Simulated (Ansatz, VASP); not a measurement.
## KF: VASP beside Ansatz

```xyz
2
Lattice="3.2800 0.0000 0.0000 0.0000 3.2800 0.0000 0.0000 0.0000 3.2800" Properties=species:S:1:pos:R:3 pbc="T T T"
K     0.0000    0.0000    0.0000
F     1.6400    1.6400    1.6400
```

Change from the starting cell: species swapped into the CsBr type (Pm-3m, No. 221).

Alike in both runs: functional PBE; k mesh 4 × 4 × 4; occupations gaussian, width 0.15 eV; no spin polarisation.

Ansatz relaxed the structure, and its values are those at the end. VASP's run is a single point on that final structure, the one shown.

```csv
,VASP,Ansatz
version,VASP 6.6.1,Ansatz 0.2.0
potentials or method,"VASP PAW PBE potentials, release 64 (K_sv, F), cutoff 600 eV","scalar-relativistic, plane waves, PAW"
valence electrons in the cell,16,16
```

Ansatz gave:

```
gap on the k mesh at the Fermi level (eV) : 6.14
least direct gap on the mesh (eV)         : 6.20
pressure (GPa)                            : -0.6
```

Task: Estimate VASP's values.

Result: gap on the k mesh at the Fermi level (eV): 6.13; least direct gap on the mesh (eV): 6.18; pressure (GPa): -0.7.

The functional is the same, so the differences come from potentials, cutoffs and numerics.

The k mesh is coarse, so the values compare programs but aren't converged.
